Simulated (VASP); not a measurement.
Be3SeO2, 6 atoms in the cell. The structure is tetragonal, space group P4/mmm (No. 123). The conventional cell has a = 2.780 Å, b = 2.780 Å, c = 8.416 Å, α = 90.00°, β = 90.00°, γ = 90.00°. Within 3.2 Å of Be (site symmetry 4mm) lie 4 Se at 2.39 Å and 4 O at 2.40 Å and 6 Be at 2.71 to 2.85 Å. Be (site symmetry 4/mmm) has 8 O at 2.46 Å and 6 Be at 2.78 to 2.85 Å within 3.2 Å. Se (site symmetry 4/mmm) has 8 Be at 2.39 Å and 2 O at 2.73 Å and 4 Se at 2.78 Å within 3.2 Å. O (site symmetry 4mm) has 8 Be at 2.40 to 2.46 Å and 1 Se at 2.73 Å and 5 O at 2.78 to 2.95 Å within 3.2 Å. The cell was built from a structure type or drawn by symmetry, and may not be a known phase.

- Program: VASP 6.6.1
- Task: single point
- Functional: PBE
- Potentials or basis: VASP PAW PBE potentials, release 64 (Be, Se, O)
- Cutoff: 520 eV
- k mesh: 6 × 6 × 2
- Occupations: gaussian, width 0.1 eV
- Spin: no spin polarisation
- Dipole correction: no
- Further INCAR settings: ALGO = Normal; EDIFF = 1e-06; NBANDS = 21

Potentials or basis: VASP PAW PBE potentials, release 64 (Be, Se, O).

Launch:

```bash
$ cat potpaw_PBE.64/Be/POTCAR potpaw_PBE.64/Se/POTCAR potpaw_PBE.64/O/POTCAR > POTCAR
$ mpirun -np 1 vasp_std > vasp.out
```

Hardware: 1 thread of Intel Xeon 8259CL, with other jobs on the host.

Problem. Estimate the wall time of this run.

Solution. Wall time 36 s on 1 thread of Intel Xeon 8259CL, with other jobs on the host, peak memory 0.19 GiB. Counts: scf iterations 13, k points 20.
